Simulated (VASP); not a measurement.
# IrO2 (P4_2/mnm) in VASP: a series of runs

IrO2 is run at these levels: PBEsol; tasks: single point.

Everything below comes from runs of VASP 6.6.1. Logs are shortened: lines on timing, memory, paths and dates and some standing lists are left out, and cuts for length are marked.

## Step 1: The cell of the first run

It takes space group P4_2/mnm (No. 136, tetragonal). The conventional cell has a = 4.361 Å, b = 4.361 Å, c = 3.316 Å, α = 90.00°, β = 90.00°, γ = 90.00°. Ir (site symmetry mmm) has 6 O at 1.95 to 2.01 Å within 2.6 Å. O (site symmetry m2m) has 3 Ir at 1.95 to 2.01 Å and 1 O at 2.27 Å within 2.6 Å.

## Step 2: Single point, PBEsol

File INCAR:

```
SYSTEM = IrO2
PREC     = Accurate       ! precision mode
ENCUT    = 600            ! plane-wave cutoff, eV
EDIFF    = 1E-6           ! SCF threshold, eV
ISMEAR   = -4             ! smearing method
SIGMA    = 0.15           ! smearing width, eV
LREAL    = .False.        ! projectors in reciprocal space
LASPH    = .True.         ! aspherical terms in the spheres
NELM     = 120            ! most SCF steps
ALGO     = Normal         ! electronic algorithm
ISIF     = 2              ! what is computed and relaxed
LWAVE    = .False.        ! write WAVECAR
LCHARG   = .True.         ! write CHGCAR
GGA      = PS             ! functional
LELF     = .True.         ! ELF
LVHAR    = .True.       
NBANDS   = 30             ! bands
GGA_COMPAT= .False.
```

File KPOINTS:

```
regular mesh
0
Gamma
  10 10 12
  0 0 0
```

File POSCAR:

```
IrO2
1.0
    4.3609403623      0.0000000000      0.0000000000
    0.0000000000      4.3609403623      0.0000000000
    0.0000000000      0.0000000000      3.3156229575
Ir O
2 4
Direct
    0.0000000000      0.0000000000      0.0000000000
    0.5000000000      0.5000000000      0.5000000000
    0.3161823621      0.3161823621      0.0000000000
    0.1838176379      0.8161823621      0.5000000000
    0.6838176379      0.6838176379      0.0000000000
    0.8161823621      0.1838176379      0.5000000000
```

Potentials or basis: VASP PAW PBE potentials, release 64 (Ir, O).

On the command line:

```sh
$ cat potpaw_PBE.64/Ir/POTCAR potpaw_PBE.64/O/POTCAR > POTCAR
$ mpirun -np 1 vasp_std > vasp.out
```

OUTCAR:

```text
SYSTEM = IrO2
   PREC = Accurate
   ENCUT = 600
   EDIFF = 1E-6
   ISMEAR = -4
   LREAL = .False.
   LASPH = .True.
   NELM = 120
   ISIF = 2
   GGA = PS

 ion  position               nearest neighbor table
   1  0.000  0.000  0.000-   3 1.95   5 1.95   4 2.01   6 2.01   4 2.01   6 2.01
   2  0.500  0.500  0.500-   4 1.95   6 1.95   5 2.01   3 2.01   3 2.01   5 2.01
   3  0.316  0.316  0.000-   1 1.95   2 2.01   2 2.01
   4  0.184  0.816  0.500-   2 1.95   1 2.01   1 2.01
   5  0.684  0.684  0.000-   1 1.95   2 2.01   2 2.01
   6  0.816  0.184  0.500-   2 1.95   1 2.01   1 2.01

  LATTYP: Found a simple tetragonal cell.
 ALAT       =     4.3609403623
 C/A-ratio  =     0.7603000000

  Lattice vectors:

 A1 = (   4.3609403623,   0.0000000000,   0.0000000000)
 A2 = (   0.0000000000,   4.3609403623,   0.0000000000)
 A3 = (   0.0000000000,   0.0000000000,   3.3156229575)

Analysis of symmetry for initial positions (statically):
=====================================================================
 Subroutine PRICEL returns:
 Original cell was already a primitive cell.

 Routine SETGRP: Setting up the symmetry group for a
 simple tetragonal supercell.

 Subroutine GETGRP returns: Found 16 space group operations
 (whereof  8 operations were pure point group operations)
 out of a pool of 16 trial point group operations.

The static configuration has the point symmetry D_2h.
 The point group associated with its full space group is D_4h.

Analysis of symmetry for dynamics (positions and initial velocities):
=====================================================================
 Subroutine PRICEL returns:
 Original cell was already a primitive cell.

 Routine SETGRP: Setting up the symmetry group for a
 simple tetragonal supercell.

 Subroutine GETGRP returns: Found 16 space group operations
 (whereof  8 operations were pure point group operations)
 out of a pool of 16 trial point group operations.

The dynamic configuration has the point symmetry D_2h.
 The point group associated with its full space group is D_4h.

 Subroutine INISYM returns: Found 16 space group operations
 (whereof  8 operations are pure point group operations),
 and found     1 'primitive' translations

----------------------------------------------------------------------------------------

                                     Primitive cell

  volume of cell :      63.0559

  direct lattice vectors                    reciprocal lattice vectors
     4.360940362  0.000000000  0.000000000     0.229308341  0.000000000  0.000000000
     0.000000000  4.360940362  0.000000000     0.000000000  0.229308341  0.000000000
     0.000000000  0.000000000  3.315622958     0.000000000  0.000000000  0.301602448

  length of vectors
     4.360940362  4.360940362  3.315622958     0.229308341  0.229308341  0.301602448

  position of ions in fractional coordinates (direct lattice)
     0.000000000  0.000000000  0.000000000
     0.500000000  0.500000000  0.500000000
     0.316182362  0.316182362  0.000000000
     0.183817638  0.816182362  0.500000000
     0.683817638  0.683817638  0.000000000
     0.816182362  0.183817638  0.500000000

  ion indices of the primitive-cell ions
   primitive index   ion index
                 1           1
                 2           2
                 3           3
                 4           4
                 5           5
                 6           6

----------------------------------------------------------------------------------------

 KPOINTS: regular mesh

Automatic generation of k-mesh.
 Grid dimensions read from file:
 generate k-points for:   10   10   12

 Generating k-lattice:

  Cartesian coordinates                     Fractional coordinates (reciprocal lattice)
     0.022930834  0.000000000  0.000000000     0.100000000  0.000000000  0.000000000
     0.000000000  0.022930834  0.000000000     0.000000000  0.100000000  0.000000000
     0.000000000  0.000000000  0.025133537     0.000000000  0.000000000  0.083333333

  Length of vectors
     0.022930834  0.022930834  0.025133537

  Shift w.r.t. Gamma in fractional coordinates (k-lattice)
     0.000000000  0.000000000  0.000000000

 TETIRR: Found   1800 inequivalent tetrahedra from     7200

 Subroutine IBZKPT returns following result:
 ===========================================

 Found    147 irreducible k-points:

 Following reciprocal coordinates:
            Coordinates               Weight
  0.000000  0.000000  0.000000      1.000000
  0.100000  0.000000  0.000000      4.000000
  0.200000  0.000000  0.000000      4.000000
  0.300000  0.000000  0.000000      4.000000
  0.400000  0.000000  0.000000      4.000000
  0.500000  0.000000  0.000000      2.000000
[... 16 lines left out ...]
  0.100000  0.000000  0.083333      8.000000
  0.200000  0.000000  0.083333      8.000000
 [... further k-points ...]
   k-points           NKPTS =    147   k-points in BZ     NKDIM =    147   number of bands    NBANDS=     30
   number of dos      NEDOS =    301   number of ions     NIONS =      6
   total plane-waves  NPLWV =  36288
   dimension x,y,z NGX =    36 NGY =   36 NGZ =   28
   dimension x,y,z NGXF=    72 NGYF=   72 NGZF=   56
   ions per type =               2   4
   NGX,Y,Z   is equivalent  to a cutoff of  13.72, 13.72, 14.04 a.u.
   NGXF,Y,Z  is equivalent  to a cutoff of  27.45, 27.45, 28.08 a.u.
 SYSTEM =  IrO2
   PREC   = accura    normal or accurate (medium, high low for compatibility)
   ISTART =      0    job   : 0-new  1-cont  2-samecut
   ICHARG =      2    charge: 1-file 2-atom 10-const
   ISPIN  =      1    spin polarized calculation?
   LNONCOLLINEAR =      F non collinear calculations
   LSORBIT =      F    spin-orbit coupling
   LASPH  =      T    aspherical Exc in radial PAW
   ENCUT  =  600.0 eV  44.10 Ry    6.64 a.u.   8.71  8.71  6.62*2*pi/ulx,y,z
   NELM   =    120;   NELMIN=  2; NELMDL= -5     # of ELM steps
   EDIFF  = 0.1E-05   stopping-criterion for ELM
   LREAL  =      F    real-space projection
   EDIFFG = 0.1E-04   stopping-criterion for IOM
   NSW    =      0    number of steps for IOM
   IBRION =     -1    ionic relax: 0-MD 1-quasi-New 2-CG
   NFREE  =      0    steps in history (QN), initial steepest desc. (CG)
   ISIF   =      2    stress and relaxation
   ISYM   =      2    0-nonsym 1-usesym 2-fastsym
   POTIM  = 0.5000    time-step for ionic-motion
   TEBEG  =    0.0;   TEEND  =   0.0 temperature during run
   PSTRESS=    0.0 pullay stress
   NELECT =      42.0000    total number of electrons
   NUPDOWN=      -1.0000    fix difference up-down
   EMIN   =  10.00;   EMAX   =-10.00  energy-range for DOS
   EFERMI =   0.00;   METHOD = LEGACY
   ISMEAR =    -4;   SIGMA  =   0.15  broadening in eV -4-tet -1-fermi 0-gaus
   EFERMI_NEDOS =   21; number of points for ismear=-14 and -15
   IALGO  =     38    algorithm
   IMIX   =      4    mixing-type and parameters
     AMIX     =   0.40;   BMIX     =  1.00
     AMIX_MAG =   1.60;   BMIX_MAG =  1.00
  volume/ion in A,a.u.               =      10.51        70.92
  Fermi-wavevector in a.u.,A,eV,Ry     =   1.429715  2.701769 27.811462  2.044085
  Thomas-Fermi vector in A             =   2.549639
   LORBIT       =      0    0 simple, 1 ext, 2 COOP (PROOUT), +10 PAW based schemes
   GGA     = PS    functional components
   LHFCALC =     F    Hartree Fock is set to
   AEXX    =    0.0000 exact exchange contribution
   IVDW    =     0    specifies the selected vdW correction
   LEPSILON=     F    determine dielectric tensor
   LRPA    =     F    only Hartree local field effects (RPA)
 non-spin polarized calculation
 Fermi weights with tetrahedron method witout Bloechl corrections
  energy-cutoff  :      600.00
  volume of cell :       63.06
 maximum number of plane-waves:      2134
 NGX is ok and might be reduce to    36

 number of electron      42.0000008 magnetization

 Free energy of the ion-electron system (eV)
  ---------------------------------------------------
  ext. energy  EPLUGINS =         0.00000000
  ---------------------------------------------------
  free energy    TOTEN  =       -45.24487353 eV

  energy without entropy =      -45.24487353  energy(sigma->0) =      -45.24487353

 E-fermi :   6.2178     XC(G=0): -12.4039

 val. band max:        6.3252118637   @ k =   0.5000   0.3000   0.5000
 cond. band min:       6.1883732100   @ k =   0.4000   0.2000   0.2500
 fundamental gap:     -0.1368386537
 Fermi energy:         6.2177540537

 k-point     1 :       0.0000    0.0000    0.0000
  band No.  band energies     occupation
      1     -15.0989      2.00000
      2     -13.8770      2.00000
      3     -12.4574      2.00000
      4     -12.4574      2.00000
      5      -3.6835      2.00000
      6      -3.4964      2.00000
[... 22 lines left out ...]
     29      14.5574      0.00000
     30      17.5079      0.00000

 k-point     2 :       0.1000    0.0000    0.0000
  band No.  band energies     occupation
      1     -15.0561      2.00000
      2     -13.8691      2.00000
      3     -12.5196      2.00000
      4     -12.4893      2.00000
      5      -3.5683      2.00000
      6      -3.4077      2.00000
[... 22 lines left out ...]
     29      14.6038      0.00000
     30      17.4581      0.00000

 k-point     3 :       0.2000    0.0000    0.0000
  band No.  band energies     occupation
      1     -14.9310      2.00000
      2     -13.8553      2.00000
      3     -12.6808      2.00000
      4     -12.5777      2.00000
      5      -3.2482      2.00000
      6      -3.1542      2.00000
[... 22 lines left out ...]
     29      14.7636      0.00000
     30      17.3047      0.00000

 k-point     4 :       0.3000    0.0000    0.0000
  band No.  band energies     occupation
      1     -14.7333      2.00000
      2     -13.8733      2.00000
      3     -12.8664      2.00000
      4     -12.7035      2.00000
      5      -2.7977      2.00000
      6      -2.7776      2.00000
[... 22 lines left out ...]
     29      15.0731      0.00000
     30      17.0296      0.00000

 k-point     5 :       0.4000    0.0000    0.0000
  band No.  band energies     occupation
      1     -14.4823      2.00000
      2     -13.9878      2.00000
      3     -12.9705      2.00000
      4     -12.8387      2.00000
      5      -2.3717      2.00000
      6      -2.3525      2.00000
[... 22 lines left out ...]
     29      15.5333      0.00000
     30      16.6118      0.00000
[... 526 lines left out ...]
     29      15.3691      0.00000
     30      15.3691      0.00000

 k-point    22 :       0.0000    0.0000    0.0833
  band No.  band energies     occupation
      1     -15.0367      2.00000
      2     -13.8442      2.00000
      3     -12.4943      2.00000
      4     -12.4943      2.00000
      5      -3.6055      2.00000
      6      -3.4384      2.00000
[... 22 lines left out ...]
     29      14.8165      0.00000
     30      17.4351      0.00000

 k-point    23 :       0.1000    0.0000    0.0833
  band No.  band energies     occupation
      1     -14.9945      2.00000
      2     -13.8353      2.00000
      3     -12.5553      2.00000
      4     -12.5253      2.00000
      5      -3.4937      2.00000
      6      -3.3505      2.00000
[... 22 lines left out ...]
     29      14.8569      0.00000
     30      17.3935      0.00000

 k-point    24 :       0.2000    0.0000    0.0833
  band No.  band energies     occupation
      1     -14.8710      2.00000
      2     -13.8180      2.00000
      3     -12.7143      2.00000
      4     -12.6117      2.00000
      5      -3.1817      2.00000
      6      -3.0985      2.00000
[... 22 lines left out ...]
     29      14.9984      0.00000
     30      17.2659      0.00000

 [... further k-points ...]
[... 5 lines left out ...]
  --------------------------------------------------------------------------------------
  -------------------------------------------------------------------------------------
  Total        2.8722634      2.8722634     -7.6609098     -0.0000000      0.0000000      0.0000000
  in kB       72.9809346     72.9809346   -194.6549715     -0.0000000      0.0000000      0.0000000
  external PRESSURE =     -16.2310341 kB  Pullay stress =       0.0000000 kB

 VOLUME and BASIS-vectors are now :
 -----------------------------------------------------------------------------
  energy-cutoff  :      600.00
  volume of cell :       63.06
      direct lattice vectors                 reciprocal lattice vectors
     4.360940362  0.000000000  0.000000000     0.229308341  0.000000000  0.000000000
     0.000000000  4.360940362  0.000000000     0.000000000  0.229308341  0.000000000
     0.000000000  0.000000000  3.315622958     0.000000000  0.000000000  0.301602448

 POSITION                                       TOTAL-FORCE (eV/Angst)
 -----------------------------------------------------------------------------------
      0.00000      0.00000      0.00000         0.000000     -0.000000      0.000000
      2.18047      2.18047      1.65781         0.000000     -0.000000      0.000000
      1.37885      1.37885      0.00000        -0.359946     -0.359946     -0.000000
      0.80162      3.55932      1.65781         0.359946     -0.359946     -0.000000
      2.98209      2.98209      0.00000         0.359946      0.359946      0.000000
      3.55932      0.80162      1.65781        -0.359946      0.359946      0.000000
 -----------------------------------------------------------------------------------
    total drift:                                0.000000      0.000000     -0.000000

  FREE ENERGIE OF THE ION-ELECTRON SYSTEM (eV)
  ---------------------------------------------------
  free  energy   TOTEN  =       -45.2448735276 eV

  energy  without entropy=      -45.2448735276  energy(sigma->0) =      -45.24487353
```

It took 8.6 min on 1 thread of Oxide Virtual Turin-like, shared host; peak memory 0.36 GiB.

What came out:

| Property | Result |
| --- | --- |
| Free energy | -45.2449 eV |
| Pressure | -1.6 GPa |
| Largest force | 0.509 eV/Å |
| Band gap on the k mesh | zero (bands 21 and 22 overlap by 1.32 eV) |

Forces on the atoms (eV/Å):
```
Ir   0.000  0.000  0.000
Ir   0.000  0.000  0.000
O   -0.360 -0.360  0.000
O    0.360 -0.360  0.000
O    0.360  0.360  0.000
O   -0.360  0.360  0.000
```

Caveat: the stress differs along the axes, from -19 to 7 GPa; the PAW data sets were made with another functional, which shifts forces and pressure a little; spin-orbit coupling is left out, which moves the levels of the heavy elements; tetrahedron occupations give inexact forces and stress in metals.

## Step 3: Single point, PBEsol

This run uses another cell than the first one, of the same volume but with other edges.

File INCAR:

```
PREC = Accurate
ENCUT = 600
EDIFF = 1E-6
ISMEAR = 0
SIGMA = 0.15
LREAL = F
LASPH = T
NELM = 120
ALGO = Normal
ISIF = 2
LWAVE = F
LCHARG = F
GGA = PS
NBANDS = 30
GGA_COMPAT = F
```

File KPOINTS:

```
Automatic mesh
0
Gamma
  10 10 12
```

File POSCAR:

```
IrO2
1.0
    4.4715818232      0.0000000000      0.0000000000
    0.0000000000      4.4715818232      0.0000000000
    0.0000000000      0.0000000000      3.1535743094
Ir O
2 4
Direct
    0.0000000000      0.0000000000      0.0000000000
    0.5000000000      0.5000000000      0.5000000000
    0.3087817154      0.3087817154      0.0000000000
    0.1912182846      0.8087817154      0.5000000000
    0.6912182846      0.6912182846      0.0000000000
    0.8087817154      0.1912182846      0.5000000000
```

Potentials or basis: VASP PAW PBE potentials, release 64 (Ir, O).

On the command line:

```sh
$ cat potpaw_PBE.64/Ir/POTCAR potpaw_PBE.64/O/POTCAR > POTCAR
$ mpirun -np 1 vasp_std > vasp.out
```

OUTCAR:

```text
PREC = Accurate
   ENCUT = 600
   EDIFF = 1E-6
   ISMEAR = 0
   LREAL = F
   LASPH = T
   NELM = 120
   ISIF = 2
   GGA = PS

 ion  position               nearest neighbor table
   1  0.000  0.000  0.000-   3 1.95   5 1.95   4 1.99   6 1.99   4 1.99   6 1.99
   2  0.500  0.500  0.500-   4 1.95   6 1.95   5 1.99   3 1.99   3 1.99   5 1.99
   3  0.309  0.309  0.000-   1 1.95   2 1.99   2 1.99
   4  0.191  0.809  0.500-   2 1.95   1 1.99   1 1.99
   5  0.691  0.691  0.000-   1 1.95   2 1.99   2 1.99
   6  0.809  0.191  0.500-   2 1.95   1 1.99   1 1.99

  LATTYP: Found a simple tetragonal cell.
[... 1000 lines left out ...]
  -------------------------------------------------------------------------------------
  Total        0.9801901      0.9801901      1.3870392      0.0000000      0.0000000      0.0000000
  in kB       24.9055104     24.9055104     35.2430826      0.0000000      0.0000000      0.0000000
  external PRESSURE =      28.3513678 kB  Pullay stress =       0.0000000 kB

 VOLUME and BASIS-vectors are now :
 -----------------------------------------------------------------------------
  energy-cutoff  :      600.00
  volume of cell :       63.06
      direct lattice vectors                 reciprocal lattice vectors
     4.471581823  0.000000000  0.000000000     0.223634508  0.000000000  0.000000000
     0.000000000  4.471581823  0.000000000     0.000000000  0.223634508  0.000000000
     0.000000000  0.000000000  3.153574309     0.000000000  0.000000000  0.317100503

 POSITION                                       TOTAL-FORCE (eV/Angst)
 -----------------------------------------------------------------------------------
      0.00000      0.00000      0.00000         0.000000      0.000000      0.000000
      2.23579      2.23579      1.57679         0.000000      0.000000      0.000000
      1.38074      1.38074      0.00000        -0.001095     -0.001095      0.000000
      0.85505      3.61653      1.57679         0.001095     -0.001095      0.000000
      3.09084      3.09084      0.00000         0.001095      0.001095      0.000000
      3.61653      0.85505      1.57679        -0.001095      0.001095      0.000000
 -----------------------------------------------------------------------------------
    total drift:                                0.000000      0.000000     -0.000000

  FREE ENERGIE OF THE ION-ELECTRON SYSTEM (eV)
  ---------------------------------------------------
  free  energy   TOTEN  =       -45.5732893066 eV

  energy  without entropy=      -45.5415824809  energy(sigma->0) =      -45.55743589
```

stdout:

```text
POSCAR found type information on POSCAR IrO
 POSCAR found :  2 types and       6 ions
 scaLAPACK will be used
 -----------------------------------------------------------------------------
|                                                                             |
|                                                                             |
|     You enforced a specific xc type in the INCAR file but a different       |
|     I HOPE YOU KNOW WHAT YOU ARE DOING!                                     |
|                                                                             |
 -----------------------------------------------------------------------------

 LDA part: xc-table for (Slater+PW92), standard interpolation
 POSCAR, INCAR and KPOINTS ok, starting setup
 FFT: planning ... GRIDC
 FFT: planning ... GRID_SOFT
 FFT: planning ... GRID
 WAVECAR not read
 entering main loop
```

Run time: 7.7 min. Hardware: 1 thread of Oxide Virtual Turin-like, shared host; peak memory 0.35 GiB.

Results:

```yaml
Free_energy: -45.5733 eV
Pressure: 2.8 GPa
Band_gap_on_the_k_mesh: zero (bands 21 and 22 overlap by 1.40 eV)
```

Caveat: the PAW data sets were made with another functional, which shifts forces and pressure a little; spin-orbit coupling is left out, which moves the levels of the heavy elements.
